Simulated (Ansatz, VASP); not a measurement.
**One calculation of KI, two programs**

INCAR

```
SYSTEM = KI
  ALGO = Normal
  EDIFF = 1E-7
  ENCUT = 520
  GGA = PS
  ISIF = 2
  ISMEAR = 0
  LASPH = .True.
  LCHARG = .True.
  LELF = .True.
  LREAL = .False.
  LVHAR = .True.
  LWAVE = .False.
  NBANDS = 15
  NELM = 60
  PREC = Accurate
  SIGMA = 0.05
```

Contents of KPOINTS:

```
k-points
0
Gamma
  6 6 6
  0 0 0
```

The input POSCAR:

```
KI
1.0
    0.0000000000      3.5245500000      3.3835680000
    3.5245500000      0.0000000000      3.3835680000
    3.5245500000      3.5245500000      0.0000000000
K I
1 1
Direct
    0.0000000000      0.0000000000      0.0000000000
    0.5000000000      0.5000000000      0.5000000000
```

Input for Ansatz:

```yaml
crystal:
  lattice:
    - [0.0, 3.52455, 3.383568]
    - [3.52455, 0.0, 3.383568]
    - [3.52455, 3.52455, 0.0]
  atoms:
    - { symbol: K, position: [0.0, 0.0, 0.0] }
    - { symbol: I, position: [0.5, 0.5, 0.5] }
basis:
  ecutwfc: 420
kpoints:
  mp_grid: { grid: [6, 6, 6] }
hamiltonian:
  xc: pbesol
scf:
  occupations: { method: gaussian, width: 0.05 }
output:
  forces: true
  stress: true
  eigenvalues: true
```

Change from the starting cell: strain +0.000 along x and y, -0.040 along z, atoms carried along.

Alike in both runs: task single point; functional PBEsol; k mesh 6 × 6 × 6; occupations gaussian, width 0.05 eV; no spin polarisation.

```csv
,VASP,Ansatz
version,VASP 6.6.1,Ansatz 0.2.0
potentials or method,"VASP PAW PBE potentials, release 64 (K_sv, I), cutoff 520 eV","scalar-relativistic, plane waves, PAW"
valence electrons in the cell,16,26
```

```csv
,VASP,Ansatz,Ansatz less VASP
gap on the k mesh at the Fermi level (eV),3.90,3.91,+0.005
least direct gap on the mesh (eV),3.90,3.91,+0.005
pressure (GPa),0.4,0.4,-0.04
"traceless stress, the component that is largest in VASP (GPa)",0.89,0.88,-0.014
```

VASP's potentials were made for PBE, not for PBEsol. VASP's potentials hold 16 valence electrons a cell and Ansatz's 26, so a difference there can come from the potentials and not from the codes.

Neither program's run includes spin-orbit coupling.
